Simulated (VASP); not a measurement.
# TiN (Osbornite) (Fm-3m) in VASP: notebook

The runs below take TiN (Osbornite) through single point, with LDA.

Program: VASP 6.6.1. These are calculated values, not measurements. Logs are shortened: lines on timing, memory, paths and dates and some standing lists are left out, and cuts for length are marked.

## Step 1: The cell of the first run

The structure is cubic, space group Fm-3m (No. 225). Conventional cell: a = 4.375 Å, b = 4.375 Å, c = 4.375 Å, α = 90.00°, β = 90.00°, γ = 90.00°. Within 2.9 Å of Ti (site symmetry m-3m) lie 6 N at 2.19 Å. N (site symmetry m-3m) has 6 Ti at 2.19 Å within 2.9 Å.

## Step 2: Single point, LDA

Contents of INCAR:

```
SYSTEM = TiN
ALGO = Normal ; EDIFF = 1E-6
ENCUT = 520 ; GGA = CA
ISIF = 2 ; ISMEAR = -1
LASPH = .True. ; LCHARG = .False.
LREAL = .False. ; LWAVE = .False.
NBANDS = 16 ; NELM = 60
PREC = Accurate ; SIGMA = 0.1
```

Contents of KPOINTS:

```
k-points
0
Gamma
  11 11 11
  0 0 0
```

Contents of POSCAR:

```
TiN
1.0
    0.0000000000      2.1874015647      2.1874015647
    2.1874015647      0.0000000000      2.1874015647
    2.1874015647      2.1874015647      0.0000000000
Ti N
1 1
Direct
    0.0000000000      0.0000000000      0.0000000000
    0.5000000000      0.5000000000      0.5000000000
```

Potentials or basis: VASP PAW LDA potentials, release 64 (Ti_sv, N).

On the command line:

```
> cat potpaw_LDA.64/Ti_sv/POTCAR potpaw_LDA.64/N/POTCAR > POTCAR
> mpirun -np 1 vasp_std > vasp.out
```

OUTCAR:

```text
SYSTEM = TiN
   EDIFF = 1E-6
   ENCUT = 520
   GGA = CA
   ISIF = 2
   ISMEAR = -1
   LASPH = .True.
   LREAL = .False.
   NELM = 60
   PREC = Accurate

 ion  position               nearest neighbor table
   1  0.000  0.000  0.000-   2 2.19   2 2.19   2 2.19   2 2.19   2 2.19   2 2.19
   2  0.500  0.500  0.500-   1 2.19   1 2.19   1 2.19   1 2.19   1 2.19   1 2.19

  LATTYP: Found a face centered cubic cell.
 ALAT       =     4.3748031294

  Lattice vectors:

 A1 = (   0.0000000000,   2.1874015647,   2.1874015647)
 A2 = (   2.1874015647,   0.0000000000,   2.1874015647)
 A3 = (   2.1874015647,   2.1874015647,   0.0000000000)

Analysis of symmetry for initial positions (statically):
=====================================================================
 Subroutine PRICEL returns:
 Original cell was already a primitive cell.

 Routine SETGRP: Setting up the symmetry group for a
 face centered cubic supercell.

 Subroutine GETGRP returns: Found 48 space group operations
 (whereof 48 operations were pure point group operations)
 out of a pool of 48 trial point group operations.

The static configuration has the point symmetry O_h .

Analysis of symmetry for dynamics (positions and initial velocities):
=====================================================================
 Subroutine PRICEL returns:
 Original cell was already a primitive cell.

 Routine SETGRP: Setting up the symmetry group for a
 face centered cubic supercell.

 Subroutine GETGRP returns: Found 48 space group operations
 (whereof 48 operations were pure point group operations)
 out of a pool of 48 trial point group operations.

The dynamic configuration has the point symmetry O_h .

 Subroutine INISYM returns: Found 48 space group operations
 (whereof 48 operations are pure point group operations),
 and found     1 'primitive' translations

----------------------------------------------------------------------------------------

                                     Primitive cell

  volume of cell :      20.9322

  direct lattice vectors                    reciprocal lattice vectors
     0.000000000  2.187401565  2.187401565    -0.228581715  0.228581715  0.228581715
     2.187401565  0.000000000  2.187401565     0.228581715 -0.228581715  0.228581715
     2.187401565  2.187401565  0.000000000     0.228581715  0.228581715 -0.228581715

  length of vectors
     3.093452959  3.093452959  3.093452959     0.395915143  0.395915143  0.395915143

  position of ions in fractional coordinates (direct lattice)
     0.000000000  0.000000000  0.000000000
     0.500000000  0.500000000  0.500000000

  ion indices of the primitive-cell ions
   primitive index   ion index
                 1           1
                 2           2

----------------------------------------------------------------------------------------

 KPOINTS: k-points

Automatic generation of k-mesh.
 Grid dimensions read from file:
 generate k-points for:   11   11   11

 Generating k-lattice:

  Cartesian coordinates                     Fractional coordinates (reciprocal lattice)
    -0.020780156  0.020780156  0.020780156     0.090909091  0.000000000  0.000000000
     0.020780156 -0.020780156  0.020780156     0.000000000  0.090909091  0.000000000
     0.020780156  0.020780156 -0.020780156     0.000000000  0.000000000  0.090909091

  Length of vectors
     0.035992286  0.035992286  0.035992286

  Shift w.r.t. Gamma in fractional coordinates (k-lattice)
     0.000000000  0.000000000  0.000000000

 Subroutine IBZKPT returns following result:
 ===========================================

 Found     56 irreducible k-points:

 Following reciprocal coordinates:
            Coordinates               Weight
  0.000000  0.000000  0.000000      1.000000
  0.090909  0.000000  0.000000      8.000000
  0.181818  0.000000  0.000000      8.000000
  0.272727  0.000000  0.000000      8.000000
  0.363636  0.000000  0.000000      8.000000
  0.454545  0.000000  0.000000      8.000000
[... 16 lines left out ...]
 -0.272727  0.181818  0.000000     24.000000
 -0.181818  0.181818  0.000000     12.000000
 [... further k-points ...]
   k-points           NKPTS =     56   k-points in BZ     NKDIM =     56   number of bands    NBANDS=     16
   number of dos      NEDOS =    301   number of ions     NIONS =      2
   total plane-waves  NPLWV =  13824
   dimension x,y,z NGX =    24 NGY =   24 NGZ =   24
   dimension x,y,z NGXF=    48 NGYF=   48 NGZF=   48
   ions per type =               1   1
   NGX,Y,Z   is equivalent  to a cutoff of  12.90, 12.90, 12.90 a.u.
   NGXF,Y,Z  is equivalent  to a cutoff of  25.80, 25.80, 25.80 a.u.
 SYSTEM =  TiN
   PREC   = accura    normal or accurate (medium, high low for compatibility)
   ISTART =      0    job   : 0-new  1-cont  2-samecut
   ICHARG =      2    charge: 1-file 2-atom 10-const
   ISPIN  =      1    spin polarized calculation?
   LNONCOLLINEAR =      F non collinear calculations
   LSORBIT =      F    spin-orbit coupling
   LASPH  =      T    aspherical Exc in radial PAW
   ENCUT  =  520.0 eV  38.22 Ry    6.18 a.u.   5.75  5.75  5.75*2*pi/ulx,y,z
   NELM   =     60;   NELMIN=  2; NELMDL= -5     # of ELM steps
   EDIFF  = 0.1E-05   stopping-criterion for ELM
   LREAL  =      F    real-space projection
   EDIFFG = 0.1E-04   stopping-criterion for IOM
   NSW    =      0    number of steps for IOM
   IBRION =     -1    ionic relax: 0-MD 1-quasi-New 2-CG
   NFREE  =      0    steps in history (QN), initial steepest desc. (CG)
   ISIF   =      2    stress and relaxation
   ISYM   =      2    0-nonsym 1-usesym 2-fastsym
   POTIM  = 0.5000    time-step for ionic-motion
   TEBEG  =    0.0;   TEEND  =   0.0 temperature during run
   PSTRESS=    0.0 pullay stress
   NELECT =      17.0000    total number of electrons
   NUPDOWN=      -1.0000    fix difference up-down
   EMIN   =  10.00;   EMAX   =-10.00  energy-range for DOS
   EFERMI =   0.00;   METHOD = LEGACY
   ISMEAR =    -1;   SIGMA  =   0.10  broadening in eV -4-tet -1-fermi 0-gaus
   EFERMI_NEDOS =   21; number of points for ismear=-14 and -15
   IALGO  =     38    algorithm
   IMIX   =      4    mixing-type and parameters
     AMIX     =   0.40;   BMIX     =  1.00
     AMIX_MAG =   1.60;   BMIX_MAG =  1.00
  volume/ion in A,a.u.               =      10.47        70.63
  Fermi-wavevector in a.u.,A,eV,Ry     =   1.527399  2.886366 31.741698  2.332949
  Thomas-Fermi vector in A             =   2.635301
   LORBIT       =      0    0 simple, 1 ext, 2 COOP (PROOUT), +10 PAW based schemes
   GGA     = CA    functional components
   LHFCALC =     F    Hartree Fock is set to
   AEXX    =    0.0000 exact exchange contribution
   IVDW    =     0    specifies the selected vdW correction
   LEPSILON=     F    determine dielectric tensor
   LRPA    =     F    only Hartree local field effects (RPA)
 non-spin polarized calculation
  energy-cutoff  :      520.00
  volume of cell :       20.93
 maximum number of plane-waves:       572
   NGX = 11   NGY = 11   NGZ = 11

 number of electron      16.9999996 magnetization

 Free energy of the ion-electron system (eV)
  ---------------------------------------------------
  ext. energy  EPLUGINS =         0.00000000
  ---------------------------------------------------
  free energy    TOTEN  =       -21.37131304 eV

  energy without entropy =      -21.33526677  energy(sigma->0) =      -21.35328990

 E-fermi :   9.9273     XC(G=0): -12.8719

 val. band max:        9.9153536006   @ k =  -0.4545   0.3636   0.1818
 cond. band min:       9.9321955996   @ k =  -0.1818   0.0909   0.0000
 fundamental gap:      0.0168419990
 Fermi energy:         9.9273036883

 k-point     1 :       0.0000    0.0000    0.0000
  band No.  band energies     occupation
      1     -47.3233      2.00000
      2     -23.7388      2.00000
      3     -23.7388      2.00000
      4     -23.7388      2.00000
      5      -6.3169      2.00000
      6       8.0749      2.00000
[... 8 lines left out ...]
     15      22.8503      0.00000
     16      28.5302      0.00000

 k-point     2 :       0.0909    0.0000    0.0000
  band No.  band energies     occupation
      1     -47.3179      2.00000
      2     -23.7777      2.00000
      3     -23.7423      2.00000
      4     -23.7423      2.00000
      5      -6.1776      2.00000
      6       7.2912      2.00000
[... 8 lines left out ...]
     15      22.8694      0.00000
     16      28.3068      0.00000

 k-point     3 :       0.1818    0.0000    0.0000
  band No.  band energies     occupation
      1     -47.3035      2.00000
      2     -23.8806      2.00000
      3     -23.7517      2.00000
      4     -23.7517      2.00000
      5      -5.7868      2.00000
      6       5.8880      2.00000
[... 8 lines left out ...]
     15      22.5760      0.00000
     16      27.4401      0.00000

 k-point     4 :       0.2727    0.0000    0.0000
  band No.  band energies     occupation
      1     -47.2846      2.00000
      2     -24.0127      2.00000
      3     -23.7639      2.00000
      4     -23.7639      2.00000
      5      -5.2254      2.00000
      6       4.4579      2.00000
[... 8 lines left out ...]
     15      21.9966      0.00000
     16      25.9990      0.00000

 k-point     5 :       0.3636    0.0000    0.0000
  band No.  band energies     occupation
      1     -47.2672      2.00000
      2     -24.1317      2.00000
      3     -23.7751      2.00000
      4     -23.7751      2.00000
      5      -4.6345      2.00000
      6       3.2673      2.00000
[... 8 lines left out ...]
     15      21.9796      0.00000
     16      24.5886      0.00000

 k-point     6 :       0.4545    0.0000    0.0000
  band No.  band energies     occupation
      1     -47.2568      2.00000
      2     -24.2013      2.00000
      3     -23.7817      2.00000
      4     -23.7817      2.00000
      5      -4.2291      2.00000
      6       2.5609      2.00000
[... 8 lines left out ...]
     15      22.3521      0.00000
     16      23.7205      0.00000
[... 267 lines left out ...]
 k-point    21 :      -0.4545    0.1818    0.0000
  band No.  band energies     occupation
      1     -47.2472      2.00000
      2     -24.1554      2.00000
      3     -23.8706      2.00000
      4     -23.8095      2.00000
      5      -4.3377      2.00000
      6       3.1135      2.00000
[... 8 lines left out ...]
     15      21.9440      0.00000
     16      22.5833      0.00000

 k-point    22 :      -0.3636    0.1818    0.0000
  band No.  band energies     occupation
      1     -47.2506      2.00000
      2     -24.1347      2.00000
      3     -23.8821      2.00000
      4     -23.7929      2.00000
      5      -4.3924      2.00000
      6       3.1726      2.00000
[... 8 lines left out ...]
     15      21.6318      0.00000
     16      22.8091      0.00000

 k-point    23 :      -0.2727    0.1818    0.0000
  band No.  band energies     occupation
      1     -47.2622      2.00000
      2     -24.0735      2.00000
      3     -23.8721      2.00000
      4     -23.7733      2.00000
      5      -4.6984      2.00000
      6       3.6216      2.00000
[... 8 lines left out ...]
     15      21.4825      0.00000
     16      23.3635      0.00000

 k-point    24 :      -0.1818    0.1818    0.0000
  band No.  band energies     occupation
      1     -47.2783      2.00000
      2     -23.9975      2.00000
      3     -23.8365      2.00000
      4     -23.7568      2.00000
      5      -5.1261      2.00000
      6       4.3400      2.00000
[... 8 lines left out ...]
     15      21.9205      0.00000
     16      24.2583      0.00000

 [... further k-points ...]
[... 5 lines left out ...]
  --------------------------------------------------------------------------------------
  -------------------------------------------------------------------------------------
  Total       -4.2861882     -4.2861882     -4.2861882      0.0000000      0.0000000      0.0000000
  in kB     -328.0698099   -328.0698099   -328.0698099      0.0000000      0.0000000      0.0000000
  external PRESSURE =    -328.0698099 kB  Pullay stress =       0.0000000 kB

 VOLUME and BASIS-vectors are now :
 -----------------------------------------------------------------------------
  energy-cutoff  :      520.00
  volume of cell :       20.93
      direct lattice vectors                 reciprocal lattice vectors
     0.000000000  2.187401565  2.187401565    -0.228581715  0.228581715  0.228581715
     2.187401565  0.000000000  2.187401565     0.228581715 -0.228581715  0.228581715
     2.187401565  2.187401565  0.000000000     0.228581715  0.228581715 -0.228581715

 POSITION                                       TOTAL-FORCE (eV/Angst)
 -----------------------------------------------------------------------------------
      0.00000      0.00000      0.00000         0.000000     -0.000000     -0.000000
      2.18740      2.18740      2.18740        -0.000000      0.000000      0.000000
 -----------------------------------------------------------------------------------
    total drift:                                0.000000     -0.000000     -0.000000

  FREE ENERGIE OF THE ION-ELECTRON SYSTEM (eV)
  ---------------------------------------------------
  free  energy   TOTEN  =       -21.3713130415 eV

  energy  without entropy=      -21.3352667680  energy(sigma->0) =      -21.35328990
```

Run time: 11 s. Hardware: 1 thread of Intel Xeon Platinum 8375C at 2.90GHz (Ice Lake), shared host; peak memory 0.14 GiB.

What came out:

```
Free energy : -21.3713 eV
Pressure    : -32.8 GPa
```

## Step 3: Single point, LDA

This run uses another cell than the first one, of 8.80 Å³/atom, 0.841 times its volume.

Contents of INCAR:

```
PREC     = Accurate       # precision mode
ENCUT    = 910            # plane-wave cutoff, eV
EDIFF    = 1E-6           # SCF threshold, eV
ISMEAR   = -1             # smearing method
SIGMA    = 0.1            # smearing width, eV
LREAL    = False          # projectors in reciprocal space
LASPH    = True           # aspherical terms in the spheres
NELM     = 120            # most SCF steps
ALGO     = Normal         # electronic algorithm
ISIF     = 2              # what is computed and relaxed
LWAVE    = False          # write WAVECAR
LCHARG   = True           # write CHGCAR
LELF     = True           # ELF
LVHAR    = True         
NBANDS   = 16             # bands
GGA_COMPAT= False
```

Contents of KPOINTS:

```
Automatic mesh
0
Gamma
  11 11 11
```

Contents of POSCAR:

```
TiN
1.0
    0.0000000000      2.0646425224      2.0646425224
    2.0646425224      0.0000000000      2.0646425224
    2.0646425224      2.0646425224      0.0000000000
Ti N
1 1
Direct
    0.0000000000      0.0000000000      0.0000000000
    0.5000000000      0.5000000000      0.5000000000
```

Potentials or basis: VASP PAW LDA potentials, release 64 (Ti_sv, N_h).

On the command line:

```
> cat potpaw_LDA.64/Ti_sv/POTCAR potpaw_LDA.64/N_h/POTCAR > POTCAR
> mpirun -np 1 vasp_std > vasp.out
```

Run time: 32 s. Hardware: 1 thread of Intel Xeon Platinum 8559C (Emerald Rapids), shared host; peak memory 0.17 GiB.

The run converged. Its results:

```
Free energy : -21.6610 eV
Pressure    : 11.6 GPa
```

Levels at points of the mesh, in eV from the Fermi level:
| k point | band 6 | band 7 | band 8 | band 9 | band 10 | band 11 | band 12 | band 13 |
| --- | --- | --- | --- | --- | --- | --- | --- | --- |
| (0.00, 0.00, 0.00) | -2.09 | -2.09 | -2.09 | -0.72 | -0.72 | -0.72 | 0.64 | 0.64 |

Caveat: the cutoff is under 1.25 times the usual one of these potentials, so pressure, stress and relaxed cells hold a basis-set (Pulay) error.

## Step 4: Single point, LDA

This run uses another cell than the first one, of 9.04 Å³/atom, 0.864 times its volume.

Contents of INCAR:

```
PREC = Accurate
ENCUT = 910
EDIFF = 1E-6
ISMEAR = -1
SIGMA = 0.1
LREAL = F
LASPH = T
NELM = 120
ALGO = Normal
ISIF = 2
LWAVE = F
LCHARG = F
GGA = CA
NBANDS = 16
GGA_COMPAT = F
```

KPOINTS is that of step 3.

Contents of POSCAR:

```
TiN
1.0
    0.0000000000      2.0830778061      2.0830778061
    2.0830778061      0.0000000000      2.0830778061
    2.0830778061      2.0830778061      0.0000000000
Ti N
1 1
Direct
    0.0000000000      0.0000000000      0.0000000000
    0.5000000000      0.5000000000      0.5000000000
```

On the command line:

```
> cat potpaw_LDA.64/Ti_sv/POTCAR potpaw_LDA.64/N_h/POTCAR > POTCAR
> mpirun -np 1 vasp_std > vasp.out
```

It used 92 s of CPU time on 1 thread of AMD EPYC 7R13 Processor (Zen 3), with other jobs on the host.

It converged, with:

| Quantity | Value |
| --- | --- |
| Free energy | -21.6825 eV |
| Pressure | 2.4 GPa |

Levels at points of the mesh, in eV from the Fermi level:
```
           k point  band 5  band 6  band 7  band 8  band 9  band 10  band 11  band 12  band 13  band 14
(0.00, 0.00, 0.00)  -17.15   -2.06   -2.06   -2.06   -0.69    -0.69    -0.69     0.61     0.61     6.20
```

Caveat: the cutoff is under 1.25 times the usual one of these potentials, so pressure, stress and relaxed cells hold a basis-set (Pulay) error.

## Step 5: Single point, LDA

This run uses another cell than the first one, of 9.28 Å³/atom, 0.886 times its volume.

Contents of INCAR:

```
ALGO = Normal
EDIFF = 1E-6
ENCUT = 910
GGA_COMPAT = False
ISIF = 2
ISMEAR = -1
LASPH = True
LCHARG = False
LREAL = False
LWAVE = False
NBANDS = 16
NELM = 120
PREC = Accurate
SIGMA = 0.1
```

Contents of KPOINTS:

```
k-points
0
Gamma
  11 11 11
```

Contents of POSCAR:

```
TiN
1.0
    0.0000000000      2.1011924354      2.1011924354
    2.1011924354      0.0000000000      2.1011924354
    2.1011924354      2.1011924354      0.0000000000
Ti N
1 1
Direct
    0.0000000000      0.0000000000      0.0000000000
    0.5000000000      0.5000000000      0.5000000000
```

On the command line:

```
> cat potpaw_LDA.64/Ti_sv/POTCAR potpaw_LDA.64/N_h/POTCAR > POTCAR
> mpirun -np 1 vasp_std > vasp.out
```

It took 27 s on 1 thread of AMD EPYC 9R45 (Zen 5), shared host; peak memory 0.15 GiB.

Results (log left out):

| Item | Value |
| --- | --- |
| Free energy | -21.6784 eV |
| Pressure | -5.7 GPa |

Levels at points of the mesh, in eV from the Fermi level:
```
           k point  band 7  band 8  band 9  band 10  band 11  band 12
(0.00, 0.00, 0.00)   -2.03   -2.03   -0.66    -0.66    -0.66     0.59
```

Caveat: the cutoff is under 1.25 times the usual one of these potentials, so pressure, stress and relaxed cells hold a basis-set (Pulay) error.

## Step 6: Summary

```csv
potentials or basis,cell,cutoff (eV),second run,gap on the mesh (eV),pressure (GPa)
"VASP PAW LDA potentials, release 64 (Ti_sv, N)","a = 3.093 Å, angles 60.0°, 2 atoms",520,-,none,-32.8
"VASP PAW LDA potentials, release 64 (Ti_sv, N_h)","a = 2.920 Å, angles 60.0°, 2 atoms",910,hard_potentials,none,11.6
"VASP PAW LDA potentials, release 64 (Ti_sv, N_h)","a = 2.946 Å, angles 60.0°, 2 atoms",910,hard_potentials,none,2.4
"VASP PAW LDA potentials, release 64 (Ti_sv, N_h)","a = 2.972 Å, angles 60.0°, 2 atoms",910,hard_potentials,none,-5.7
```

Alike in all rows: task single point; level LDA; no spin polarisation; k mesh 11 × 11 × 11; smearing fermi-dirac 0.1 eV.

Caveats: the cutoff is under 1.25 times the usual one of these potentials, so pressure, stress and relaxed cells hold a basis-set (Pulay) error (some runs).

Absolute energies hang on the potentials; compare differences alone.
